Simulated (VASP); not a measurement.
# FeSi16 (a cell with a defect) in VASP: notebook

Runs on FeSi16 (a cell with a defect). Level: PBEsol. Tasks: single point.

Program: VASP 6.6.1. These are calculated values, not measurements. Logs are shortened: lines on timing, memory, paths and dates and some standing lists are left out, and cuts for length are marked.

## 1. The cell of the first run

The cell holds a defect, 17 atoms: a = 7.679 Å, b = 7.679 Å, c = 7.679 Å, α = 60.00°, β = 60.00°, γ = 60.00°.

## 2. Single point, PBEsol, collinear spin, ferromagnetic start

The input, INCAR:

```
PREC     = Accurate       # precision mode
ENCUT    = 520            # plane-wave cutoff, eV
EDIFF    = 1E-6           # SCF threshold, eV
ISMEAR   = 0              # smearing method
SIGMA    = 0.02           # smearing width, eV
LREAL    = False          # projectors in reciprocal space
LASPH    = True           # aspherical terms in the spheres
NELM     = 200            # most SCF steps
ALGO     = Normal         # electronic algorithm
ISIF     = 2              # what is computed and relaxed
LWAVE    = False          # write WAVECAR
LCHARG   = True           # write CHGCAR
ISPIN    = 2              # spin polarisation
MAGMOM   = 0 0 0 0 0 0 0 0 0 0 0 0 0 0 0 0 1.6 # initial moments
LORBIT   = 11             # projections on sites
LMAXMIX  = 4              # l up to which the mixer works
GGA      = PS             # functional
LELF     = True           # ELF
LVHAR    = True         
NBANDS   = 54             # bands
GGA_COMPAT= False
```

The input, KPOINTS:

```
Automatic mesh
0
Gamma
  1 1 1
```

The input, POSCAR:

```
FeSi16
1.0
    0.0000000000      5.4300000000      5.4300000000
    5.4300000000      0.0000000000      5.4300000000
    5.4300000000      5.4300000000      0.0000000000
Si Fe
16 1
Direct
   -0.0022678637      0.0014360037      0.0013787293
    0.1250235727      0.1249252302      0.1249749540
    0.0018449355     -0.0040703499      0.5018524862
    0.1261167587      0.1225147330      0.6261156538
    0.0017633517      0.5018073665     -0.0038569061
    0.1261545120      0.6261465930      0.1225322284
   -0.0007925414      0.4992433702      0.4992148250
    0.1233619705      0.6231393186      0.6233197974
    0.5006022099      0.0006454880      0.0006104972
    0.6247918969      0.1247594843      0.1247860037
    0.5013727440      0.0014438306      0.4977276243
    0.6249781768      0.1249122468      0.6250273481
    0.5014057090      0.4977069982      0.0014197053
    0.6249302026      0.6250421731      0.1249191529
    0.4961919890      0.5017881215      0.5017536832
    0.6225354512      0.6261557090      0.6261621547
    0.8735625230      0.3732415285      0.3735041436
```

Potentials or basis: VASP PAW PBE potentials, release 64 (Si, Fe).

Started as:

```sh
$ cat potpaw_PBE.64/Si/POTCAR potpaw_PBE.64/Fe/POTCAR > POTCAR
$ mpirun -np 1 vasp_gam > vasp.out
```

OUTCAR:

```text
PREC = Accurate
   ENCUT = 520
   EDIFF = 1E-6
   ISMEAR = 0
   LREAL = False
   LASPH = True
   NELM = 200
   ISIF = 2
   ISPIN = 2
   LORBIT = 11
   GGA = PS

 ion  position               nearest neighbor table
   1  0.998  0.001  0.001-  10 2.34   2 2.35   4 2.35   6 2.35
   2  0.125  0.125  0.125-   1 2.35   9 2.35   3 2.36   5 2.36  17 2.70
   3  0.002  0.996  0.502-   8 2.34   4 2.35  12 2.36   2 2.36  17 2.37
   4  0.126  0.123  0.626-   3 2.35  11 2.35   1 2.35   7 2.36  17 2.74
   5  0.002  0.502  0.996-   8 2.34   6 2.35  14 2.36   2 2.36  17 2.37
   6  0.126  0.626  0.123-   5 2.35  13 2.35   1 2.35   7 2.36  17 2.74
   7  0.999  0.499  0.499-   8 2.33  16 2.36   6 2.36   4 2.36  17 2.37
   8  0.123  0.623  0.623-   7 2.33   3 2.34   5 2.34  15 2.34
   9  0.501  0.001  0.001-  10 2.34   2 2.35  12 2.35  14 2.36
  10  0.625  0.125  0.125-   9 2.34   1 2.34  11 2.34  13 2.34
  11  0.501  0.001  0.498-  10 2.34  12 2.35   4 2.35  16 2.35
  12  0.625  0.125  0.625-  11 2.35   9 2.35   3 2.36  15 2.36  17 2.70
  13  0.501  0.498  0.001-  10 2.34  14 2.35   6 2.35  16 2.35
  14  0.625  0.625  0.125-  13 2.35   9 2.36   5 2.36  15 2.36  17 2.70
  15  0.496  0.502  0.502-   8 2.34  16 2.35  14 2.36  12 2.36  17 2.37
  16  0.623  0.626  0.626-  15 2.35  13 2.35  11 2.35   7 2.36  17 2.75
  17  0.874  0.373  0.374-   3 2.37   7 2.37   5 2.37  15 2.37   2 2.70  12 2.70  14 2.70   4 2.74
                             6 2.74  16 2.75

  LATTYP: Found a face centered cubic cell.
 ALAT       =    10.8600000000

  Lattice vectors:

 A1 = (   0.0000000000,   5.4300000000,   5.4300000000)
 A2 = (   5.4300000000,   0.0000000000,   5.4300000000)
 A3 = (   5.4300000000,   5.4300000000,   0.0000000000)

Analysis of symmetry for initial positions (statically):
=====================================================================
 Subroutine PRICEL returns:
 Original cell was already a primitive cell.

 Routine SETGRP: Setting up the symmetry group for a
 face centered cubic supercell.

 Subroutine GETGRP returns: Found  1 space group operations
 (whereof  1 operations were pure point group operations)
 out of a pool of 48 trial point group operations.

The static configuration has the point symmetry C_1 .

Analysis of symmetry for dynamics (positions and initial velocities):
=====================================================================
 Subroutine PRICEL returns:
 Original cell was already a primitive cell.

 Routine SETGRP: Setting up the symmetry group for a
 face centered cubic supercell.

 Subroutine GETGRP returns: Found  1 space group operations
 (whereof  1 operations were pure point group operations)
 out of a pool of 48 trial point group operations.

The dynamic configuration has the point symmetry C_1 .

Analysis of structural, dynamic, and magnetic symmetry:
=====================================================================
 Subroutine PRICEL returns:
 Original cell was already a primitive cell.

 Routine SETGRP: Setting up the symmetry group for a
 face centered cubic supercell.

 Subroutine GETGRP returns: Found  1 space group operations
 (whereof  1 operations were pure point group operations)
 out of a pool of 48 trial point group operations.

The overall configuration has the point symmetry C_1 .

 Subroutine INISYM returns: Found  1 space group operations
 (whereof  1 operations are pure point group operations),
 and found     1 'primitive' translations

----------------------------------------------------------------------------------------

                                     Primitive cell

  volume of cell :     320.2060

  direct lattice vectors                    reciprocal lattice vectors
     0.000000000  5.430000000  5.430000000    -0.092081031  0.092081031  0.092081031
     5.430000000  0.000000000  5.430000000     0.092081031 -0.092081031  0.092081031
     5.430000000  5.430000000  0.000000000     0.092081031  0.092081031 -0.092081031

  length of vectors
     7.679179644  7.679179644  7.679179644     0.159489025  0.159489025  0.159489025

  position of ions in fractional coordinates (direct lattice)
     0.997732136  0.001436004  0.001378729
     0.125023573  0.124925230  0.124974954
     0.001844936  0.995929650  0.501852486
     0.126116759  0.122514733  0.626115654
     0.001763352  0.501807367  0.996143094
     0.126154512  0.626146593  0.122532228
[... 9 lines left out ...]
     0.622535451  0.626155709  0.626162155
     0.873562523  0.373241529  0.373504144

  ion indices of the primitive-cell ions
   primitive index   ion index
                 1           1
                 2           2
                 3           3
                 4           4
                 5           5
                 6           6
[... 9 lines left out ...]
                16          16
                17          17

----------------------------------------------------------------------------------------

 KPOINTS: Automatic mesh

Automatic generation of k-mesh.
 Grid dimensions read from file:
 generate k-points for:    1    1    1

 Generating k-lattice:

  Cartesian coordinates                     Fractional coordinates (reciprocal lattice)
    -0.092081031  0.092081031  0.092081031     1.000000000  0.000000000  0.000000000
     0.092081031 -0.092081031  0.092081031     0.000000000  1.000000000  0.000000000
     0.092081031  0.092081031 -0.092081031     0.000000000  0.000000000  1.000000000

  Length of vectors
     0.159489025  0.159489025  0.159489025

  Shift w.r.t. Gamma in fractional coordinates (k-lattice)
     0.000000000  0.000000000  0.000000000

 Subroutine IBZKPT returns following result:
 ===========================================

 Found      1 irreducible k-points:

 Following reciprocal coordinates:
            Coordinates               Weight
  0.000000  0.000000  0.000000      1.000000
   k-points           NKPTS =      1   k-points in BZ     NKDIM =      1   number of bands    NBANDS=     54
   number of dos      NEDOS =    301   number of ions     NIONS =     17
   total plane-waves  NPLWV = 216000
   dimension x,y,z NGX =    60 NGY =   60 NGZ =   60
   dimension x,y,z NGXF=   120 NGYF=  120 NGZF=  120
   ions per type =              16   1
   NGX,Y,Z   is equivalent  to a cutoff of  12.99, 12.99, 12.99 a.u.
   NGXF,Y,Z  is equivalent  to a cutoff of  25.98, 25.98, 25.98 a.u.
 SYSTEM =  unknown system
   PREC   = accura    normal or accurate (medium, high low for compatibility)
   ISTART =      0    job   : 0-new  1-cont  2-samecut
   ICHARG =      2    charge: 1-file 2-atom 10-const
   ISPIN  =      2    spin polarized calculation?
   LNONCOLLINEAR =      F non collinear calculations
   LSORBIT =      F    spin-orbit coupling
   LASPH  =      T    aspherical Exc in radial PAW
   ENCUT  =  520.0 eV  38.22 Ry    6.18 a.u.  14.28 14.28 14.28*2*pi/ulx,y,z
   NELM   =    200;   NELMIN=  2; NELMDL= -5     # of ELM steps
   EDIFF  = 0.1E-05   stopping-criterion for ELM
   LREAL  =      F    real-space projection
   EDIFFG = 0.1E-04   stopping-criterion for IOM
   NSW    =      0    number of steps for IOM
   IBRION =     -1    ionic relax: 0-MD 1-quasi-New 2-CG
   NFREE  =      0    steps in history (QN), initial steepest desc. (CG)
   ISIF   =      2    stress and relaxation
   ISYM   =      2    0-nonsym 1-usesym 2-fastsym
   POTIM  = 0.5000    time-step for ionic-motion
   TEBEG  =    0.0;   TEEND  =   0.0 temperature during run
   PSTRESS=    0.0 pullay stress
   NELECT =      72.0000    total number of electrons
   NUPDOWN=      -1.0000    fix difference up-down
   EMIN   =  10.00;   EMAX   =-10.00  energy-range for DOS
   EFERMI =   0.00;   METHOD = LEGACY
   ISMEAR =     0;   SIGMA  =   0.02  broadening in eV -4-tet -1-fermi 0-gaus
   EFERMI_NEDOS =   21; number of points for ismear=-14 and -15
   IALGO  =     38    algorithm
   IMIX   =      4    mixing-type and parameters
     AMIX     =   0.40;   BMIX     =  1.00
     AMIX_MAG =   1.60;   BMIX_MAG =  1.00
  volume/ion in A,a.u.               =      18.84       127.11
  Fermi-wavevector in a.u.,A,eV,Ry     =   0.995503  1.881228 13.483726  0.991026
  Thomas-Fermi vector in A             =   2.127527
   LORBIT       =     11    0 simple, 1 ext, 2 COOP (PROOUT), +10 PAW based schemes
   GGA     = PS    functional components
   LHFCALC =     F    Hartree Fock is set to
   AEXX    =    0.0000 exact exchange contribution
   IVDW    =     0    specifies the selected vdW correction
   LEPSILON=     F    determine dielectric tensor
   LRPA    =     F    only Hartree local field effects (RPA)
 spin polarized calculation
 Gauss-broadening in eV      SIGMA  =   0.02
  energy-cutoff  :      520.00
  volume of cell :      320.21
 maximum number of plane-waves:      4305
 NGX is ok and might be reduce to    60
   NGX = 29   NGY = 29   NGZ = 29

 number of electron      72.0000001 magnetization       4.0002263

 Free energy of the ion-electron system (eV)
  ---------------------------------------------------
  ext. energy  EPLUGINS =         0.00000000
  ---------------------------------------------------
  free energy    TOTEN  =       -81.31050481 eV

  energy without entropy =      -81.31016226  energy(sigma->0) =      -81.31033353

 E-fermi :   6.3810     XC(G=0):  -9.7791

 val. band max:        6.3434785431   @ k =   0.0000   0.0000   0.0000
 cond. band min:       6.4211174267   @ k =   0.0000   0.0000   0.0000
 fundamental gap:      0.0776388836
 Fermi energy:         6.3810469698

 spin component 1

 k-point     1 :       0.0000    0.0000    0.0000
  band No.  band energies     occupation
      1      -6.0820      1.00000
      2      -3.7195      1.00000
      3      -3.6807      1.00000
      4      -3.6795      1.00000
      5      -3.6631      1.00000
      6      -2.1072      1.00000
[... 40 lines left out ...]
     47       7.5224      0.00000
     48       8.6750      0.00000
 Fermi energy:         6.3810469698

 spin component 2

 k-point     1 :       0.0000    0.0000    0.0000
  band No.  band energies     occupation
      1      -5.9081      1.00000
      2      -3.5117      1.00000
      3      -3.4999      1.00000
      4      -3.4996      1.00000
      5      -3.4978      1.00000
      6      -1.9421      1.00000
[... 40 lines left out ...]
     47       7.7051      0.00000
     48       8.9447      0.00000
 [bands above 48 left out]

------------------------ aborting loop because EDIFF is reached ----------------------------------------

  FORCE on cell =-STRESS in cart. coord.  units (eV):
  Direction    XX          YY          ZZ          XY          YZ          ZX
  --------------------------------------------------------------------------------------
  -------------------------------------------------------------------------------------
  Total        8.6388125      8.7675383      8.6606804      0.4968603      0.5018884      0.4659274
  in kB       43.2250142     43.8691047     43.3344321      2.4860815      2.5112403      2.3313066
  external PRESSURE =      43.4761837 kB  Pullay stress =       0.0000000 kB

 VOLUME and BASIS-vectors are now :
 -----------------------------------------------------------------------------
  energy-cutoff  :      520.00
  volume of cell :      320.21
      direct lattice vectors                 reciprocal lattice vectors
     0.000000000  5.430000000  5.430000000    -0.092081031  0.092081031  0.092081031
     5.430000000  0.000000000  5.430000000     0.092081031 -0.092081031  0.092081031
     5.430000000  5.430000000  0.000000000     0.092081031  0.092081031 -0.092081031

 POSITION                                       TOTAL-FORCE (eV/Angst)
 -----------------------------------------------------------------------------------
      0.01528      5.42517      5.42548        -0.061042      0.547531      0.566466
      1.35696      1.35749      1.35722        -0.096387     -0.254851     -0.278698
      8.13296      2.73508      5.41792         0.727143     -0.074236      0.720957
      4.06506      4.08462      1.35007        -0.336425      0.047771     -0.333220
      8.13387      5.41863      2.73439         0.742011      0.709300     -0.068617
      4.06533      1.35037      4.08500        -0.332914     -0.316346      0.050359
[... 9 lines left out ...]
      6.80009      6.78043      6.78039         0.051013     -0.315480     -0.328861
      4.05483      6.77157      6.77015        -0.171571     -0.159538     -0.169241
 -----------------------------------------------------------------------------------
    total drift:                                0.000119      0.000097      0.000115

  FREE ENERGIE OF THE ION-ELECTRON SYSTEM (eV)
  ---------------------------------------------------
  free  energy   TOTEN  =       -81.3105048095 eV

  energy  without entropy=      -81.3101622578  energy(sigma->0) =      -81.31033353

 total charge

# of ion       s       p       d       tot
------------------------------------------
    1        0.671   1.012   0.000   1.683
    2        0.667   0.996   0.000   1.663
    3        0.677   1.020   0.000   1.697
    4        0.665   1.000   0.000   1.665
    5        0.677   1.020   0.000   1.697
    6        0.665   1.001   0.000   1.666
[... 9 lines left out ...]
   16        0.665   1.001   0.000   1.666
   17        0.577   0.407   6.360   7.345
--------------------------------------------------
tot         11.468  16.459   6.360  34.287

 magnetization (x)

# of ion       s       p       d       tot
------------------------------------------
    1        0.001   0.033   0.000   0.034
    2        0.005   0.076   0.000   0.081
    3        0.006   0.108   0.000   0.114
    4        0.003   0.071   0.000   0.074
    5        0.005   0.108   0.000   0.113
    6        0.003   0.070   0.000   0.073
[... 9 lines left out ...]
   16        0.003   0.070   0.000   0.073
   17        0.012  -0.004   1.475   1.483
--------------------------------------------------
tot          0.050   1.051   1.475   2.576
```

Run time: 3.7 min. Hardware: 1 thread of Intel Xeon 8259CL, shared host; peak memory 0.62 GiB.

What came out:

- Free energy: -81.3105 eV
- Pressure: 4.3 GPa
- Largest force: 1.029 eV/Å
- Net moment: 4.00 μB per cell
- Site moments: Si +0.03, +0.08, +0.11, +0.07, +0.10, +0.06, -0.01, +0.04 (each value once); Fe +1.48 μB
- Valence electrons inside the program's atomic spheres: Si 1.68, 1.66, 1.70, 1.67, 1.69, 1.73 (each value once); Fe 7.34

Forces on the atoms (eV/Å):
```
Si  -0.061  0.548  0.566
Si  -0.096 -0.255 -0.279
Si   0.727 -0.074  0.721
Si  -0.336  0.048 -0.333
Si   0.742  0.709 -0.069
Si  -0.333 -0.316  0.050
Si  -0.200 -0.221 -0.204
Si  -0.423 -0.399 -0.419
Si  -0.198 -0.206 -0.199
Si  -0.205 -0.196 -0.203
Si   0.569  0.546 -0.061
Si  -0.283 -0.254 -0.098
Si   0.563 -0.060  0.559
Si  -0.278 -0.107 -0.273
Si  -0.067  0.713  0.739
Si   0.051 -0.315 -0.329
Fe  -0.172 -0.160 -0.169
```

Caveat: the k points lie up to 1.00 Å⁻¹ apart, too coarse for converged energies, forces and pressures; the PAW data sets were made with another functional, which shifts forces and pressure a little.

## 3. Single point, PBEsol, collinear spin, ferromagnetic start

The input, INCAR:

```
ALGO     = Normal         # electronic algorithm
EDIFF    = 1E-6           # SCF threshold, eV
ENCUT    = 520            # plane-wave cutoff, eV
GGA      = PS             # functional
GGA_COMPAT= F            
ISIF     = 2              # what is computed and relaxed
ISMEAR   = 0              # smearing method
ISPIN    = 2              # spin polarisation
LASPH    = T              # aspherical terms in the spheres
LCHARG   = T              # write CHGCAR
LELF     = T              # ELF
LMAXMIX  = 4              # l up to which the mixer works
LORBIT   = 11             # projections on sites
LREAL    = F              # projectors in reciprocal space
LVHAR    = T            
LWAVE    = F              # write WAVECAR
MAGMOM   = 0 0 0 0 0 0 0 0 0 0 0 0 0 0 0 0 1.6 # initial moments
NBANDS   = 54             # bands
NELM     = 200            # most SCF steps
PREC     = Accurate       # precision mode
SIGMA    = 0.02           # smearing width, eV
```

The input, KPOINTS:

```
k-points
0
Gamma
  1 1 1
```

The input, POSCAR:

```
FeSi16
1.0
    0.0000000000      5.4300000000      5.4300000000
    5.4300000000      0.0000000000      5.4300000000
    5.4300000000      5.4300000000      0.0000000000
Si Fe
16 1
Direct
    0.0056000000     -0.0047110497     -0.0046325967
    0.1213964088      0.1241323204      0.1239973297
   -0.0017349908      0.0003944751      0.4988127072
    0.1246974217      0.1269060773      0.6235062615
   -0.0018001842      0.4988532228      0.0003650092
    0.1247204420      0.6234992634      0.1268432781
   -0.0026386740      0.5024325967      0.5025397790
    0.1266993554      0.6254409761      0.6254783610
    0.4990081952      0.0012978821      0.0013599448
    0.6319435543      0.1235050645      0.1233321363
    0.5029011050      0.0004644567      0.4978696133
    0.6228818600      0.1275216390      0.6262393186
    0.5029089319      0.4980035912      0.0004345304
    0.6227365562      0.6260374770      0.1280741252
    0.4995166667      0.5001334254      0.5007203499
    0.6221441989      0.6255279926      0.6255451197
    1.2531197974      0.2471855433      0.2474186924
```

Potentials or basis: VASP PAW PBE potentials, release 64 (Si, Fe).

Started as:

```sh
$ cat potpaw_PBE.64/Si/POTCAR potpaw_PBE.64/Fe/POTCAR > POTCAR
$ mpirun -np 1 vasp_gam > vasp.out
```

It took 3.2 min on 1 thread of Intel Xeon 8259CL, shared host; peak memory 0.62 GiB.

It converged, with:

- Free energy: -81.3468 eV
- Pressure: 4.4 GPa
- Largest force: 0.945 eV/Å
- Net moment: 4.00 μB per cell
- Site moments: Si +0.07, +0.12, +0.08, +0.09, +0.06, +0.04, +0.02, -0.00 (each value once); Fe +1.50 μB
- Valence electrons inside the program's atomic spheres: Si 1.70, 1.69, 1.66, 1.71, 1.67, 1.68, 1.73 (each value once); Fe 7.34

Forces in eV/Å, atoms in the order of the input:
```
Si  -0.583 -0.010 -0.022
Si   0.905  0.188  0.194
Si  -0.550 -0.079 -0.123
Si   0.041 -0.527  0.551
Si  -0.542 -0.121 -0.089
Si   0.039  0.549 -0.525
Si   0.145 -0.015 -0.015
Si   0.720 -0.166 -0.157
Si   0.053 -0.003 -0.024
Si   0.880 -0.167 -0.157
Si  -0.543  0.105  0.052
Si  -0.035  0.367 -0.341
Si  -0.536  0.063  0.103
Si  -0.038 -0.351  0.376
Si  -0.261 -0.018 -0.022
Si   0.715  0.178  0.186
Fe  -0.407  0.007  0.013
```

Stress tensor (GPa, compression positive):
```
 3.90  0.01  0.01
 0.01  4.58 -0.64
 0.01 -0.64  4.59
```

Levels at points of the mesh, in eV from the Fermi level:
Spin up:
```
           k point  band 36  band 37  band 38  band 39  band 40  band 41
(0.00, 0.00, 0.00)    -0.27    -0.25    -0.18     0.33     0.35     0.56
```
Spin down:
```csv
k point,band 30,band 31,band 32,band 33,band 34,band 35,band 36,band 37,band 38,band 39
"(0.00, 0.00, 0.00)",-0.87,-0.86,-0.86,-0.14,-0.06,0.06,0.10,0.25,0.25,0.83
```

Caveat: the k points lie up to 1.00 Å⁻¹ apart, too coarse for converged energies, forces and pressures; the PAW data sets were made with another functional, which shifts forces and pressure a little.

(Continued in part 2 of 2.)
